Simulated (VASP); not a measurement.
# Hg (I4/mmm) in VASP: single point with PBE+D3(BJ)

Aim: the single point of Hg with PBE+D3(BJ).

All numbers are computed with VASP 6.6.1; they aren't measurements. Logs are shortened: lines on timing, memory, paths and dates and some standing lists are left out, and cuts for length are marked.

### Step 1. The cell of the first run

The structure is tetragonal, space group I4/mmm (No. 139). Conventional cell: a = 3.617 Å, b = 3.617 Å, c = 3.897 Å, α = 90.00°, β = 90.00°, γ = 90.00°. Within 4.2 Å of Hg (site symmetry 4/mmm) lie 14 Hg at 3.22 to 3.90 Å.

### Step 2. Single point, PBE+D3(BJ)

The input, INCAR:

```
SYSTEM = Hg
ALGO = Normal
EDIFF = 1E-6
ENCUT = 520
GGA = PE
ISIF = 2
ISMEAR = 0
IVDW = 12
LASPH = .TRUE.
LCHARG = .FALSE.
LREAL = .FALSE.
LWAVE = .FALSE.
NBANDS = 12
NELM = 100
PREC = Accurate
SIGMA = 0.1
```

The input, KPOINTS:

```
k-points
0
G
  16 16 16
  0 0 0
```

The input, POSCAR:

```
Hg
1.0
   -1.8082932523      1.8082932523      1.9484365742
    1.8082932523     -1.8082932523      1.9484365742
    1.8082932523      1.8082932523     -1.9484365742
Hg
1
Direct
    0.5000000000      0.5000000000      0.0000000000
```

Potentials or basis: VASP PAW PBE potentials, release 64 (Hg).

The run is started by

```sh
cat potpaw_PBE.64/Hg/POTCAR > POTCAR
mpirun -np 1 vasp_std > vasp.out
```

OUTCAR:

```text
SYSTEM = Hg
   EDIFF = 1E-6
   ENCUT = 520
   GGA = PE
   ISIF = 2
   ISMEAR = 0
   IVDW = 12
   LASPH = .TRUE.
   LREAL = .FALSE.
   NELM = 100
   PREC = Accurate
 IVDW          = 12

 ion  position               nearest neighbor table
   1  0.500  0.500  0.000-

  LATTYP: Found a body centered tetragonal cell.
 ALAT       =     3.6165865046
 C/A-ratio  =     1.0775003290

  Lattice vectors:

 A1 = (  -1.8082932523,   1.8082932523,   1.9484365742)
 A2 = (   1.8082932523,  -1.8082932523,   1.9484365742)
 A3 = (   1.8082932523,   1.8082932523,  -1.9484365742)

Analysis of symmetry for initial positions (statically):
=====================================================================
 Subroutine PRICEL returns:
 Original cell was already a primitive cell.

 Routine SETGRP: Setting up the symmetry group for a
 body centered tetragonal supercell.

 Subroutine GETGRP returns: Found 16 space group operations
 (whereof 16 operations were pure point group operations)
 out of a pool of 16 trial point group operations.

The static configuration has the point symmetry D_4h.

Analysis of symmetry for dynamics (positions and initial velocities):
=====================================================================
 Subroutine PRICEL returns:
 Original cell was already a primitive cell.

 Routine SETGRP: Setting up the symmetry group for a
 body centered tetragonal supercell.

 Subroutine GETGRP returns: Found 16 space group operations
 (whereof 16 operations were pure point group operations)
 out of a pool of 16 trial point group operations.

The dynamic configuration has the point symmetry D_4h.

 Subroutine INISYM returns: Found 16 space group operations
 (whereof 16 operations are pure point group operations),
 and found     1 'primitive' translations

----------------------------------------------------------------------------------------

                                     Primitive cell

  volume of cell :      25.4850

  direct lattice vectors                    reciprocal lattice vectors
    -1.808293252  1.808293252  1.948436574     0.000000000  0.276503824  0.256616000
     1.808293252 -1.808293252  1.948436574     0.276503824  0.000000000  0.256616000
     1.808293252  1.808293252 -1.948436574     0.276503824  0.276503824  0.000000000

  length of vectors
     3.215004519  3.215004519  3.215004519     0.377234856  0.377234856  0.391035459

  position of ions in fractional coordinates (direct lattice)
     0.500000000  0.500000000  0.000000000

  ion indices of the primitive-cell ions
   primitive index   ion index
                 1           1

----------------------------------------------------------------------------------------

 KPOINTS: k-points

Automatic generation of k-mesh.
 Grid dimensions read from file:
 generate k-points for:   16   16   16

 Generating k-lattice:

  Cartesian coordinates                     Fractional coordinates (reciprocal lattice)
     0.000000000  0.017281489  0.016038500     0.062500000  0.000000000  0.000000000
     0.017281489  0.000000000  0.016038500     0.000000000  0.062500000  0.000000000
     0.017281489  0.017281489  0.000000000     0.000000000  0.000000000  0.062500000

  Length of vectors
     0.023577178  0.023577178  0.024439716

  Shift w.r.t. Gamma in fractional coordinates (k-lattice)
     0.000000000  0.000000000  0.000000000

 Subroutine IBZKPT returns following result:
 ===========================================

 Found    349 irreducible k-points:

 Following reciprocal coordinates:
            Coordinates               Weight
  0.000000  0.000000  0.000000      1.000000
  0.062500  0.000000 -0.000000      8.000000
  0.125000  0.000000 -0.000000      8.000000
  0.187500  0.000000 -0.000000      8.000000
  0.250000  0.000000 -0.000000      8.000000
  0.312500  0.000000 -0.000000      8.000000
[... 16 lines left out ...]
 -0.125000  0.062500  0.000000     16.000000
 -0.062500  0.062500  0.000000      4.000000
 [... further k-points ...]
   k-points           NKPTS =    349   k-points in BZ     NKDIM =    349   number of bands    NBANDS=     12
   number of dos      NEDOS =    301   number of ions     NIONS =      1
   total plane-waves  NPLWV =  13824
   dimension x,y,z NGX =    24 NGY =   24 NGZ =   24
   dimension x,y,z NGXF=    48 NGYF=   48 NGZF=   48
   ions per type =               1
   NGX,Y,Z   is equivalent  to a cutoff of  12.41, 12.41, 12.41 a.u.
   NGXF,Y,Z  is equivalent  to a cutoff of  24.82, 24.82, 24.82 a.u.
 SYSTEM =  Hg
   PREC   = accura    normal or accurate (medium, high low for compatibility)
   ISTART =      0    job   : 0-new  1-cont  2-samecut
   ICHARG =      2    charge: 1-file 2-atom 10-const
   ISPIN  =      1    spin polarized calculation?
   LNONCOLLINEAR =      F non collinear calculations
   LSORBIT =      F    spin-orbit coupling
   LASPH  =      T    aspherical Exc in radial PAW
   ENCUT  =  520.0 eV  38.22 Ry    6.18 a.u.   5.98  5.98  5.98*2*pi/ulx,y,z
   NELM   =    100;   NELMIN=  2; NELMDL= -5     # of ELM steps
   EDIFF  = 0.1E-05   stopping-criterion for ELM
   LREAL  =      F    real-space projection
   EDIFFG = 0.1E-04   stopping-criterion for IOM
   NSW    =      0    number of steps for IOM
   IBRION =     -1    ionic relax: 0-MD 1-quasi-New 2-CG
   NFREE  =      0    steps in history (QN), initial steepest desc. (CG)
   ISIF   =      2    stress and relaxation
   ISYM   =      2    0-nonsym 1-usesym 2-fastsym
   POTIM  = 0.5000    time-step for ionic-motion
   TEBEG  =    0.0;   TEEND  =   0.0 temperature during run
   PSTRESS=    0.0 pullay stress
   NELECT =      12.0000    total number of electrons
   NUPDOWN=      -1.0000    fix difference up-down
   EMIN   =  10.00;   EMAX   =-10.00  energy-range for DOS
   EFERMI =   0.00;   METHOD = LEGACY
   ISMEAR =     0;   SIGMA  =   0.10  broadening in eV -4-tet -1-fermi 0-gaus
   EFERMI_NEDOS =   21; number of points for ismear=-14 and -15
   IALGO  =     38    algorithm
   IMIX   =      4    mixing-type and parameters
     AMIX     =   0.40;   BMIX     =  1.00
     AMIX_MAG =   1.60;   BMIX_MAG =  1.00
  volume/ion in A,a.u.               =      25.48       171.98
  Fermi-wavevector in a.u.,A,eV,Ry     =   1.273622  2.406797 22.070190  1.622113
  Thomas-Fermi vector in A             =   2.406435
   LORBIT       =      0    0 simple, 1 ext, 2 COOP (PROOUT), +10 PAW based schemes
   GGA     = PE    functional components
   LHFCALC =     F    Hartree Fock is set to
   AEXX    =    0.0000 exact exchange contribution
   IVDW    =    12    specifies the selected vdW correction
   LEPSILON=     F    determine dielectric tensor
   LRPA    =     F    only Hartree local field effects (RPA)
 non-spin polarized calculation
 Gauss-broadening in eV      SIGMA  =   0.10
  energy-cutoff  :      520.00
  volume of cell :       25.48
 maximum number of plane-waves:       708
   NGX = 11   NGY = 11   NGZ = 11

 number of electron      12.0000000 magnetization

 Free energy of the ion-electron system (eV)
  ---------------------------------------------------
  ext. energy  EPLUGINS =         0.00000000
  ---------------------------------------------------
  free energy    TOTEN  =        -0.15410429 eV

  energy without entropy =       -0.15364952  energy(sigma->0) =       -0.15387691

 E-fermi :   2.0632     XC(G=0): -10.4379

 val. band max:        2.0515497098   @ k =  -0.1875  -0.4375   0.0625
 cond. band min:       2.1681808820   @ k =   0.5000   0.4375  -0.0000
 fundamental gap:      0.1166311722
 Fermi energy:         2.0632459813

 k-point     1 :       0.0000    0.0000    0.0000
  band No.  band energies     occupation
      1      -6.2707      2.00000
      2      -4.7504      2.00000
      3      -4.7504      2.00000
      4      -4.5775      2.00000
      5      -4.0444      2.00000
      6      -3.8654      2.00000
      7      16.5043      0.00000
      8      16.8705      0.00000
      9      16.8705      0.00000
     10      16.8831      0.00000
     11      18.4010      0.00000
     12      18.4010      0.00000

 k-point     2 :       0.0625    0.0000   -0.0000
  band No.  band energies     occupation
      1      -6.1739      2.00000
      2      -4.7419      2.00000
      3      -4.7374      2.00000
      4      -4.5627      2.00000
      5      -4.0533      2.00000
      6      -3.8738      2.00000
      7      15.6532      0.00000
      8      16.4346      0.00000
      9      16.7090      0.00000
     10      16.8891      0.00000
     11      17.9939      0.00000
     12      18.1373      0.00000

 k-point     3 :       0.1250    0.0000   -0.0000
  band No.  band energies     occupation
      1      -5.8995      2.00000
      2      -4.7395      2.00000
      3      -4.7059      2.00000
      4      -4.4784      2.00000
      5      -4.0764      2.00000
      6      -3.8927      2.00000
      7      13.4460      0.00000
      8      15.8463      0.00000
      9      16.1007      0.00000
     10      17.1571      0.00000
     11      17.4706      0.00000
     12      17.7668      0.00000
[... 286 lines left out ...]
 k-point    23 :      -0.1250    0.0625    0.0000
  band No.  band energies     occupation
      1      -5.9721      2.00000
      2      -4.7763      2.00000
      3      -4.6779      2.00000
      4      -4.5261      2.00000
      5      -4.0414      2.00000
      6      -3.8969      2.00000
      7      14.5275      0.00000
      8      15.7662      0.00000
      9      16.0150      0.00000
     10      16.7017      0.00000
     11      17.2461      0.00000
     12      18.3255      0.00000

 k-point    24 :      -0.0625    0.0625    0.0000
  band No.  band energies     occupation
      1      -6.1663      2.00000
      2      -4.7690      2.00000
      3      -4.7049      2.00000
      4      -4.5753      2.00000
      5      -4.0374      2.00000
      6      -3.8806      2.00000
      7      16.3896      0.00000
      8      16.4491      0.00000
      9      16.4979      0.00000
     10      16.5662      0.00000
     11      17.1691      0.00000
     12      18.4392      0.00000

 [... further k-points ...]

------------------------ aborting loop because EDIFF is reached ----------------------------------------

 Edisp (eV)   -0.41106

 E8    (eV) :    -0.1864

  FORCE on cell =-STRESS in cart. coord.  units (eV):
  Direction    XX          YY          ZZ          XY          YZ          ZX
  --------------------------------------------------------------------------------------
  -------------------------------------------------------------------------------------
  Total       0.03213     0.03213     0.03634     0.00000     0.00000     0.00000
  in kB       2.01988     2.01988     2.28464     0.00000     0.00000     0.00000
  external pressure =        2.11 kB  Pullay stress =        0.00 kB

 VOLUME and BASIS-vectors are now :
 -----------------------------------------------------------------------------
  energy-cutoff  :      520.00
  volume of cell :       25.48
      direct lattice vectors                 reciprocal lattice vectors
    -1.808293252  1.808293252  1.948436574     0.000000000  0.276503824  0.256616000
     1.808293252 -1.808293252  1.948436574     0.276503824  0.000000000  0.256616000
     1.808293252  1.808293252 -1.948436574     0.276503824  0.276503824  0.000000000

 POSITION                                       TOTAL-FORCE (eV/Angst)
 -----------------------------------------------------------------------------------
      0.00000      0.00000      1.94844         0.000000      0.000000      0.000000
 -----------------------------------------------------------------------------------
    total drift:                               -0.000000      0.000000      0.000000

  FREE ENERGIE OF THE ION-ELECTRON SYSTEM (eV)
  ---------------------------------------------------
  free  energy   TOTEN  =        -0.5651649873 eV

  energy  without entropy=       -0.5647102131  energy(sigma->0) =       -0.56493760
```

It took 17 s on 1 thread of Intel Xeon 6975P-C (Granite Rapids), shared host; peak memory 0.22 GiB.

What came out:

```
Free energy                : -0.5652 eV
Pressure                   : 0.2 GPa
Band gap on the k mesh     : zero (band 6 reaches 4.69 eV, above the bottom of band 7 at 1.02 eV)
Dispersion energy per atom : -0.411 eV
```

Caveat: spin-orbit coupling is left out, which moves the levels of the heavy elements; pairwise dispersion overbinds metals, which lowers pressure and volume.
